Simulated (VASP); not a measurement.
# TlBr (Pm-3m) in VASP: further runs, part 2 of 2

VASP 6.6.1. The steps go on from the part before.

## (3) Relaxation of cell and atoms, r2SCAN, target pressure 2 GPa, at which the enthalpy is minimised

File POSCAR:

```
TlBr
1.0
    3.9964367115      0.0000000000      0.0000000000
    0.0000000000      3.9964367115      0.0000000000
    0.0000000000      0.0000000000      3.9964367115
Tl Br
1 1
Direct
    0.0000000000      0.0000000000      0.0000000000
    0.5000000000      0.5000000000      0.5000000000
```

File INCAR.step1:

```
SYSTEM = TlBr
PREC = Accurate
ENCUT = 550
ISMEAR = 0
SIGMA = 0.01
LREAL = .FALSE.
LASPH = .TRUE.
NELM = 120
GGA = PE
ALGO = Normal
EDIFF = 1E-5
LWAVE = .TRUE.
LCHARG = .FALSE.
GGA_COMPAT = .FALSE.
IBRION = 2
ISIF = 3
EDIFFG = -0.005
NELMIN = 4
NSW = 100
```

File INCAR.step2:

```
SYSTEM = TlBr
PREC = Accurate
ENCUT = 550
EDIFF = 1E-7
ISMEAR = 0
SIGMA = 0.01
LREAL = .FALSE.
LASPH = .TRUE.
NELM = 120
ALGO = Normal
ISIF = 3
LWAVE = .FALSE.
LCHARG = .FALSE.
METAGGA = R2SCAN
LMIXTAU = .TRUE.
IBRION = 2
NSW = 100
EDIFFG = -0.002
PSTRESS = 20.0
ISTART = 1
GGA_COMPAT = .FALSE.
NELMIN = 4
```

File KPOINTS:

```
Automatic mesh
0
G
  6 6 6
  0 0 0
```

Potentials or basis: VASP PAW PBE potentials, release 64 (Tl_d, Br).

Launch:

```console
$ cat potpaw_PBE.64/Tl_d/POTCAR potpaw_PBE.64/Br/POTCAR > POTCAR
$ cp INCAR.step1 INCAR
$ mpirun -np 1 vasp_std > vasp.out
$ cp INCAR.step2 INCAR
$ mpirun -np 1 vasp_std > vasp.out
```

OUTCAR:

```text
SYSTEM = TlBr
   PREC = Accurate
   ENCUT = 550
   EDIFF = 1E-7
   ISMEAR = 0
   LREAL = .FALSE.
   LASPH = .TRUE.
   NELM = 120
   ISIF = 3
   METAGGA = R2SCAN
   IBRION = 2
   NSW = 100
   EDIFFG = -0.002
   PSTRESS = 20.0
   ISTART = 1
   NELMIN = 4

 ion  position               nearest neighbor table
   1  0.000  0.000  0.000-   2 3.46   2 3.46   2 3.46   2 3.46   2 3.46   2 3.46   2 3.46   2 3.46

   2  0.500  0.500  0.500-   1 3.46   1 3.46   1 3.46   1 3.46   1 3.46   1 3.46   1 3.46   1 3.46

  LATTYP: Found a simple cubic cell.
 ALAT       =     3.9964367115

  Lattice vectors:

 A1 = (   3.9964367115,   0.0000000000,   0.0000000000)
 A2 = (   0.0000000000,   3.9964367115,   0.0000000000)
 A3 = (   0.0000000000,   0.0000000000,   3.9964367115)

Analysis of symmetry for initial positions (statically):
=====================================================================
 Subroutine PRICEL returns:
 Original cell was already a primitive cell.

 Routine SETGRP: Setting up the symmetry group for a
 simple cubic supercell.

 Subroutine GETGRP returns: Found 48 space group operations
 (whereof 48 operations were pure point group operations)
 out of a pool of 48 trial point group operations.

The static configuration has the point symmetry O_h .

Analysis of symmetry for dynamics (positions and initial velocities):
=====================================================================
 Subroutine PRICEL returns:
 Original cell was already a primitive cell.

 Routine SETGRP: Setting up the symmetry group for a
 simple cubic supercell.

 Subroutine GETGRP returns: Found 48 space group operations
 (whereof 48 operations were pure point group operations)
 out of a pool of 48 trial point group operations.

The dynamic configuration has the point symmetry O_h .

 Subroutine INISYM returns: Found 48 space group operations
 (whereof 48 operations are pure point group operations),
 and found     1 'primitive' translations

----------------------------------------------------------------------------------------

                                     Primitive cell

  volume of cell :      63.8291

  direct lattice vectors                    reciprocal lattice vectors
     3.996436711  0.000000000  0.000000000     0.250222904  0.000000000  0.000000000
     0.000000000  3.996436711  0.000000000     0.000000000  0.250222904  0.000000000
     0.000000000  0.000000000  3.996436711     0.000000000  0.000000000  0.250222904

  length of vectors
     3.996436711  3.996436711  3.996436711     0.250222904  0.250222904  0.250222904

  position of ions in fractional coordinates (direct lattice)
     0.000000000  0.000000000  0.000000000
     0.500000000  0.500000000  0.500000000

  ion indices of the primitive-cell ions
   primitive index   ion index
                 1           1
                 2           2

----------------------------------------------------------------------------------------

 KPOINTS: Automatic mesh

Automatic generation of k-mesh.
 Grid dimensions read from file:
 generate k-points for:    6    6    6

 Generating k-lattice:

  Cartesian coordinates                     Fractional coordinates (reciprocal lattice)
     0.041703817  0.000000000  0.000000000     0.166666667  0.000000000  0.000000000
     0.000000000  0.041703817  0.000000000     0.000000000  0.166666667  0.000000000
     0.000000000  0.000000000  0.041703817     0.000000000  0.000000000  0.166666667

  Length of vectors
     0.041703817  0.041703817  0.041703817

  Shift w.r.t. Gamma in fractional coordinates (k-lattice)
     0.000000000  0.000000000  0.000000000

 Subroutine IBZKPT returns following result:
 ===========================================

 Found     20 irreducible k-points:

 Following reciprocal coordinates:
            Coordinates               Weight
  0.000000  0.000000  0.000000      1.000000
  0.166667  0.000000  0.000000      6.000000
  0.333333  0.000000  0.000000      6.000000
  0.500000  0.000000  0.000000      3.000000
  0.166667  0.166667  0.000000     12.000000
  0.333333  0.166667  0.000000     24.000000
[... 12 lines left out ...]
  0.500000  0.500000  0.333333      6.000000
  0.500000  0.500000  0.500000      1.000000
   k-points           NKPTS =     20   k-points in BZ     NKDIM =     20   number of bands    NBANDS=     14
   number of dos      NEDOS =    301   number of ions     NIONS =      2
   total plane-waves  NPLWV =  32768
   dimension x,y,z NGX =    32 NGY =   32 NGZ =   32
   dimension x,y,z NGXF=    64 NGYF=   64 NGZF=   64
   ions per type =               1   1
   NGX,Y,Z   is equivalent  to a cutoff of  13.31, 13.31, 13.31 a.u.
   NGXF,Y,Z  is equivalent  to a cutoff of  26.62, 26.62, 26.62 a.u.
 SYSTEM =  TlBr
   PREC   = accura    normal or accurate (medium, high low for compatibility)
   ISTART =      1    job   : 0-new  1-cont  2-samecut
   ICHARG =      0    charge: 1-file 2-atom 10-const
   ISPIN  =      1    spin polarized calculation?
   LNONCOLLINEAR =      F non collinear calculations
   LSORBIT =      F    spin-orbit coupling
   LASPH  =      T    aspherical Exc in radial PAW
   ENCUT  =  550.0 eV  40.42 Ry    6.36 a.u.   7.64  7.64  7.64*2*pi/ulx,y,z
   NELM   =    120;   NELMIN=  4; NELMDL=  0     # of ELM steps
   EDIFF  = 0.1E-06   stopping-criterion for ELM
   LREAL  =      F    real-space projection
   EDIFFG = -.2E-02   stopping-criterion for IOM
   NSW    =    100    number of steps for IOM
   IBRION =      2    ionic relax: 0-MD 1-quasi-New 2-CG
   NFREE  =      1    steps in history (QN), initial steepest desc. (CG)
   ISIF   =      3    stress and relaxation
   ISYM   =      2    0-nonsym 1-usesym 2-fastsym
   POTIM  = 0.5000    time-step for ionic-motion
   TEBEG  =    0.0;   TEEND  =   0.0 temperature during run
   PSTRESS=   20.0 pullay stress
   NELECT =      20.0000    total number of electrons
   NUPDOWN=      -1.0000    fix difference up-down
   EMIN   =  10.00;   EMAX   =-10.00  energy-range for DOS
   EFERMI =   0.00;   METHOD = LEGACY
   ISMEAR =     0;   SIGMA  =   0.01  broadening in eV -4-tet -1-fermi 0-gaus
   EFERMI_NEDOS =   21; number of points for ismear=-14 and -15
   IALGO  =     38    algorithm
   IMIX   =      4    mixing-type and parameters
     AMIX     =   0.40;   BMIX     =  1.00
     AMIX_MAG =   1.60;   BMIX_MAG =  1.00
  volume/ion in A,a.u.               =      31.91       215.37
  Fermi-wavevector in a.u.,A,eV,Ry     =   1.111933  2.101248 16.822170  1.236395
  Thomas-Fermi vector in A             =   2.248501
   LORBIT       =      0    0 simple, 1 ext, 2 COOP (PROOUT), +10 PAW based schemes
   METAGGA = R2SCAN    functional components
   LHFCALC =     F    Hartree Fock is set to
   AEXX    =    0.0000 exact exchange contribution
   IVDW    =     0    specifies the selected vdW correction
   LEPSILON=     F    determine dielectric tensor
   LRPA    =     F    only Hartree local field effects (RPA)
 conjugate gradient relaxation of ions
 non-spin polarized calculation
 Gauss-broadening in eV      SIGMA  =   0.01
  energy-cutoff  :      550.00
  volume of cell :       63.83
 maximum number of plane-waves:      1890
 NGX is ok and might be reduce to    32
   NGX = 15   NGY = 15   NGZ = 15

--------------------------------------- Ionic step        1  -------------------------------------------

 number of electron      20.0000001 magnetization

 Free energy of the ion-electron system (eV)
  ---------------------------------------------------
  ext. energy  EPLUGINS =         0.00000000
  ---------------------------------------------------
  free energy    TOTEN  =       -68.38117053 eV

  energy without entropy =      -68.38117053  energy(sigma->0) =      -68.38117053

------------------------ aborting loop because EDIFF is reached ----------------------------------------

  FORCE on cell =-STRESS in cart. coord.  units (eV):
  Direction    XX          YY          ZZ          XY          YZ          ZX
  --------------------------------------------------------------------------------------
  -------------------------------------------------------------------------------------
  Total       -0.0046162     -0.0046162     -0.0046162      0.0000000      0.0000000     -0.0000000
  in kB       -0.1158709     -0.1158709     -0.1158709      0.0000000      0.0000000     -0.0000000
  external PRESSURE =     -20.1158709 kB  Pullay stress =      20.0000000 kB
[... 137 lines left out ...]
  enthalpy is  TOTEN    =       -67.6128231917 eV   P V=        0.7433605695

--------------------------------------- Ionic step        5  -------------------------------------------

 number of electron      19.9999997 magnetization

 Free energy of the ion-electron system (eV)
  ---------------------------------------------------
  ext. energy  EPLUGINS =         0.00000000
  ---------------------------------------------------
  free energy    TOTEN  =       -68.35678779 eV

  energy without entropy =      -68.35678779  energy(sigma->0) =      -68.35678779

 E-fermi :   2.8142     XC(G=0):  -9.7098

 val. band max:        2.7271966429   @ k =   0.5000   0.0000   0.0000
 cond. band min:       4.8776978331   @ k =   0.5000   0.0000   0.0000
 fundamental gap:      2.1505011902
 Fermi energy:         2.8141975533

 k-point     1 :       0.0000    0.0000    0.0000
  band No.  band energies     occupation
      1     -11.8788      2.00000
      2      -7.8769      2.00000
      3      -7.8769      2.00000
      4      -7.6640      2.00000
      5      -7.6640      2.00000
      6      -7.6640      2.00000
      7      -2.0136      2.00000
      8       1.0934      2.00000
      9       1.0934      2.00000
     10       1.0934      2.00000
     11      10.1114      0.00000
     12      10.1114      0.00000
     13      10.6512      0.00000
     14      10.6512      0.00000
[... 350 lines left out ...]
  FREE ENERGIE OF THE ION-ELECTRON SYSTEM (eV)
  ---------------------------------------------------
  free  energy   TOTEN  =       -68.3567877875 eV

  energy  without entropy=      -68.3567877875  energy(sigma->0) =      -68.35678779

  enthalpy is  TOTEN    =       -67.6128272182 eV   P V=        0.7439605693

 reached required accuracy - stopping structural energy minimisation
```

It took 2.2 min on 1 thread of Intel Xeon 6975P-C (Granite Rapids), shared host; peak memory 0.21 GiB.

What came out:

- Free energy: -68.3568 eV
- Relaxed volume: 29.80 Å³/atom
- Relaxed cell: a = 3.906 Å, b = 3.906 Å, c = 3.906 Å, α = 90.00°, β = 90.00°, γ = 90.00°
- Space group after relaxing (to 0.1 Å): Pm-3m (No. 221)
- Energy change on relaxing (the run minimises the enthalpy): +12.2 meV/atom
- Ionic steps: 5
- Pressure after relaxing: 2.0 GPa
- Band gap on the k mesh: 2.15 eV

Step by step:
| step | energy change (eV) | largest force (eV/Å) | pressure (GPa) | volume (Å³) |
| --- | --- | --- | --- | --- |
| 1 | 0.0000 | 0.0000 | -0.01 | 63.83 |
| 2 | 0.0175 | 0.0000 | 1.67 | 60.20 |
| 3 | 0.0240 | 0.0000 | 1.98 | 59.63 |
| 4 | 0.0250 | 0.0000 | 2.03 | 59.55 |
| 5 | 0.0244 | 0.0000 | 2.00 | 59.60 |

Final structure:
```cif
data_structure
_symmetry_space_group_name_H-M 'P 1'
_symmetry_Int_Tables_number 1
_cell_length_a 3.9061
_cell_length_b 3.9061
_cell_length_c 3.9061
_cell_angle_alpha 90.000
_cell_angle_beta 90.000
_cell_angle_gamma 90.000
_cell_volume 59.60
loop_
_atom_site_label
_atom_site_type_symbol
_atom_site_fract_x
_atom_site_fract_y
_atom_site_fract_z
_atom_site_occupancy
Tl1 Tl 0.00000 0.00000 0.00000 1
Br1 Br 0.50000 0.50000 0.50000 1
```

Levels at points of the mesh, in eV from the valence-band top:
```tsv
k point	band 7	band 8	band 9	band 10	band 11	band 12	band 13	band 14
(0.00, 0.00, 0.00)	-4.74	-1.63	-1.63	-1.63	7.38	7.38	7.92	7.92
(0.50, 0.00, 0.00)	-5.97	-1.08	-1.08	0.00	2.15	6.20	6.20	8.36
(0.50, 0.50, 0.00)	-3.86	-3.40	-3.40	-1.00	5.32	5.32	8.04	8.31
(0.50, 0.50, 0.50)	-2.73	-2.30	-2.30	-2.30	2.26	2.26	2.26	14.10
```

Caveat: the cell is relaxed towards a set pressure, so the run minimises the enthalpy, not the energy; the PAW data sets were made with another functional, which shifts forces and pressure a little; spin-orbit coupling is left out, which moves the levels of the heavy elements. A k mesh can miss the band edges.
